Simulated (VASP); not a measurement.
Here is a VASP 6.6.1 calculation.

The input INCAR:

```
SYSTEM = BN
ALGO = Normal
EDIFF = 1E-6
ENCUT = 520
GGA = PE
ISIF = 2
ISMEAR = 0
LASPH = .TRUE.
LCHARG = .TRUE.
LELF = .TRUE.
LREAL = .FALSE.
LVHAR = .TRUE.
LWAVE = .FALSE.
NBANDS = 26
NELM = 80
PREC = Accurate
SIGMA = 0.05
```

The input KPOINTS:

```
k-points
0
G
  6 6 10
  0 0 0
```

Contents of POSCAR:

```
BN
1.0
    4.2900000000      0.0000000000      0.0000000000
    0.0000000000      4.2900000000      0.0000000000
    0.0000000000      0.0000000000      2.6257000000
B N
4 4
Direct
    0.1742811368      0.8257188632      0.5000000000
    0.3257188632      0.3257188632      0.0000000000
    0.6742811368      0.6742811368      0.0000000000
    0.8257188632      0.1742811368      0.5000000000
    0.8126115048      0.8126115048      0.5000000000
    0.3126115048      0.6873884952      0.0000000000
    0.6873884952      0.3126115048      0.0000000000
    0.1873884952      0.1873884952      0.5000000000
```

Potentials or basis: VASP PAW PBE potentials, release 64 (B, N).

Launch:

```bash
$ cat potpaw_PBE.64/B/POTCAR potpaw_PBE.64/N/POTCAR > POTCAR
$ mpirun -np 1 vasp_std > vasp.out
```

(1) Predict the pressure.

(2) Predict the band gap on the k mesh.

(3) Estimate the largest force.

Results:

(1) 11.5 GPa.

(2) 4.70 eV (least direct gap 5.63 eV).

(3) 0.794 eV/Å.

Caveat: the cell stands under pressure.
